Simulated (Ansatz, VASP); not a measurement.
# One calculation of W, two programs

```
W
1.0
    -1.59177    1.59177    1.59177
     1.59177   -1.59177    1.59177
     1.59177    1.59177   -1.59177
W
1
Cartesian
  0.0000 0.0000 0.0000
```

Alike in both runs: functional PBE; k mesh 19 × 19 × 19; occupations fermi-dirac, width 0.1 eV; collinear spin.

Ansatz relaxed the structure, and its values are those at the end. VASP's run is a single point on that final structure, the one shown.

```csv
,VASP,Ansatz
version,VASP 6.6.1,Ansatz 0.2.0
potentials or method,"VASP PAW PBE potentials, release 64 (W_sv)","PAW with Ansatz's default frozen-core files, scalar-relativistic"
plane-wave cutoff (eV),520,420
valence electrons in the cell,14,14
```

Ansatz gave:

* gap on the k mesh at the Fermi level (eV): none
* pressure (GPa): 0.0
* net moment per atom (μB): 0.00

**Question.** Which values does VASP return?

**Answer.** gap on the k mesh at the Fermi level (eV): none; pressure (GPa): 0.5; net moment per atom (μB): 0.00.

A gap of «none» marks a metal or a gap that the smearing closes. Ansatz's warnings: seeded moment not kept.

Neither program's run includes spin-orbit coupling.
